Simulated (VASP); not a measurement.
Input of a VASP 6.6.1 run:

INCAR

```
  ALGO = Normal
  EDIFF = 1E-6
  ENCUT = 520
  GGA = PE
  ISIF = 2
  ISMEAR = 0
  ISPIN = 2
  LASPH = True
  LCHARG = False
  LORBIT = 11
  LREAL = Auto
  LUSENCCL = False
  LWAVE = False
  MAGMOM = 0 0.2 0 0.2 0.2 0 0 0 0 0.2 0.2 0 0.2 0 0 0 0 0 0 0 0 0 0 0 0 0 0 0 0 0 0 0 0 0 0 0 0 0 0 0 0 0 0 0 0 0 0 0 0 0 0 0 0
  NBANDS = 141
  NELM = 150
  PREC = Accurate
  SIGMA = 0.05
```

KPOINTS

```
k-points
0
Gamma
  2 2 2
```

File POSCAR:

```
Mg27O26
1.0
    0.0000000000      6.3255000000      6.3255000000
    6.3255000000      0.0000000000      6.3255000000
    6.3255000000      6.3255000000      0.0000000000
Mg O
27 26
Direct
   -0.0000054821     -0.0002995190      0.0005085354
   -0.0005613817     -0.0008924534      0.3343203194
   -0.0000153275     -0.0003319909      0.6670118074
   -0.0004937963      0.3334247969      0.0000730152
   -0.0004401064      0.3333415438      0.3342497391
   -0.0001784234      0.3330938682      0.6671438401
    0.0000084908      0.6661856625      0.0005141558
   -0.0001613899      0.6662759393      0.3339310695
   -0.0001780707      0.6662773012      0.6671458497
    0.3336985381     -0.0007583074      0.0000530610
    0.3337138894     -0.0007902174      0.3342220198
    0.3334233924     -0.0005008930      0.6671234286
    0.3337519586      0.3334659671      0.0000139323
    0.3332464394      0.3329359347      0.3337562807
    0.3332356770      0.3329334010      0.6672860191
    0.3334220205      0.6663334336      0.0003352141
    0.3332679369      0.6664163345      0.3337578742
    0.3334272268      0.6663071816      0.6671292911
    0.6664867988     -0.0003034126      0.0005079846
    0.6666013110     -0.0005251710      0.3339388704
    0.6665710765     -0.0004951820      0.6671605481
    0.6666334850      0.3331133690      0.0003466447
    0.6667455724      0.3328926599      0.3337852134
    0.6666283366      0.3330943734      0.6671471327
    0.6666318186      0.6663123768      0.0003217994
    0.6666534964      0.6662843741      0.3339129189
    0.6666268421      0.6663056108      0.6671263164
    0.1666399645      0.1662997160      0.5010902540
    0.1666178869      0.1662973557      0.8331864809
    0.1666633838      0.5002502244      0.1671137078
    0.1665281120      0.4996625457      0.5005046555
    0.1666756207      0.5002523227      0.8331637617
    0.1666153336      0.8323014788      0.1671539892
    0.1666369196      0.8323231601      0.5010864608
    0.1667408415      0.8329442839      0.8337504059
    0.5006026142      0.1662954259      0.1671110662
    0.4999907291      0.1661771620      0.5005028866
    0.5006061611      0.1663010952      0.8331641661
    0.5000150301      0.4996337900      0.1670238096
    0.5000148264      0.4996490046      0.5005087888
    0.5000507612      0.4997193585      0.8337158438
    0.5006169037      0.8323192679      0.1671182594
    0.5000425722      0.8328779450      0.5005295058
    0.5000290713      0.8328991455      0.8337371219
    0.8326784962      0.1662338304      0.1671579363
    0.8326627046      0.1662481830      0.5011252122
    0.8332685102      0.1663814766      0.8337694842
    0.8326747375      0.5002226101      0.1671312901
    0.8332427117      0.4996879448      0.5005328048
    0.8332390118      0.4996867840      0.8337303022
    0.8332689371      0.8329125799      0.1672365912
    0.8332023911      0.8328668423      0.5005559820
    0.8332659614      0.8329003213      0.8337742150
```

Potentials or basis: VASP PAW PBE potentials, release 64 (Mg, O).

Run with:

```console
$ cat potpaw_PBE.64/Mg/POTCAR potpaw_PBE.64/O/POTCAR > POTCAR
$ mpirun -np 1 vasp_std > vasp.out
```

What does it give for the largest force?

0.026 eV/Å.

Estimate the pressure.

3.9 GPa.

Predict the band gap on the k mesh.

2.62 eV.

What does it give for the net moment?

0.00 μB per cell.

Forces on the atoms (eV/Å):
```
Mg  -0.002  0.001 -0.004
Mg   0.000  0.001 -0.018
Mg   0.000  0.002 -0.002
Mg  -0.003 -0.024  0.000
Mg   0.024 -0.002  0.001
Mg   0.002 -0.001  0.001
Mg   0.000 -0.001  0.000
Mg   0.002  0.001 -0.003
Mg   0.001 -0.002  0.000
Mg  -0.026  0.001 -0.001
Mg  -0.001  0.024  0.000
Mg  -0.001  0.003  0.000
Mg  -0.002  0.000  0.021
Mg   0.000  0.002  0.001
Mg  -0.003 -0.001  0.003
Mg  -0.004  0.001  0.001
Mg  -0.001  0.003 -0.002
Mg  -0.002  0.002  0.002
Mg  -0.003  0.002  0.000
Mg   0.001  0.002 -0.001
Mg  -0.004  0.002  0.000
Mg  -0.001 -0.002  0.000
Mg   0.003 -0.001 -0.001
Mg   0.001 -0.002  0.002
Mg  -0.003 -0.002  0.000
Mg   0.002  0.002 -0.002
Mg   0.000  0.001  0.000
O   -0.007 -0.006  0.000
O    0.005  0.005  0.003
O   -0.003  0.001 -0.007
O    0.000  0.001  0.001
O    0.000  0.002 -0.004
O    0.004  0.002  0.005
O   -0.002 -0.002  0.004
O   -0.001  0.001 -0.001
O    0.004 -0.005 -0.006
O    0.002  0.000  0.001
O    0.006 -0.002 -0.004
O    0.005  0.002  0.001
O   -0.001 -0.005  0.003
O   -0.001  0.000  0.002
O    0.006 -0.002 -0.005
O   -0.002  0.000 -0.002
O   -0.001  0.000  0.001
O    0.004  0.002  0.006
O   -0.002 -0.003  0.006
O    0.001 -0.004  0.001
O    0.001  0.006 -0.003
O    0.000 -0.002 -0.001
O    0.002 -0.002  0.001
O    0.001  0.001 -0.001
O    0.001  0.001 -0.001
O    0.000 -0.001  0.000
```

Caveat: the k points lie up to 0.43 Å⁻¹ apart.
